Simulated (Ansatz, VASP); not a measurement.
# Two plane-wave programs on SnO2

```
Sn O
1.0
     0.02250    2.57165    2.57165
     2.57165    0.02250    2.57165
     2.59415    2.59415    0.00000
Sn O
1 2
Direct
  0.00000 0.00000 0.00000
  0.25000 0.25000 0.25000
  0.75000 0.75000 0.75000
```

Change from the starting cell: strain +0.0175 x Voigt [0, 0, 0, 0, 0, 1], atoms carried along.

Alike in both runs: task single point; functional PBE; k mesh 16 × 16 × 16; occupations gaussian, width 0.15 eV; no spin polarisation.

|  | VASP | Ansatz |
| --- | --- | --- |
| version | VASP 6.6.1 | Ansatz 0.2.0 |
| potentials or method | VASP PAW PBE potentials, release 64 (Sn_d, O), cutoff 520 eV | scalar-relativistic, plane waves, PAW |
| valence electrons in the cell | 26 | 26 |

Ansatz gave:

```
gap on the k mesh at the Fermi level (eV)                     : none
pressure (GPa)                                                : 0.0
traceless stress, the component that is largest in VASP (GPa) : -0.22
rms of the force components (eV/Å)                            : 0.016
```

Problem. What did VASP give for the same quantities?

Solution. gap on the k mesh at the Fermi level (eV): none; pressure (GPa): 0.6; traceless stress, the component that is largest in VASP (GPa): -0.28; rms of the force components (eV/Å): 0.018.

Atom by atom the forces differ by 0.002 eV/Å (rms over components). A gap of «none» marks a metal or a gap that the smearing closes. The functional is the same, so the differences come from potentials, cutoffs and numerics.
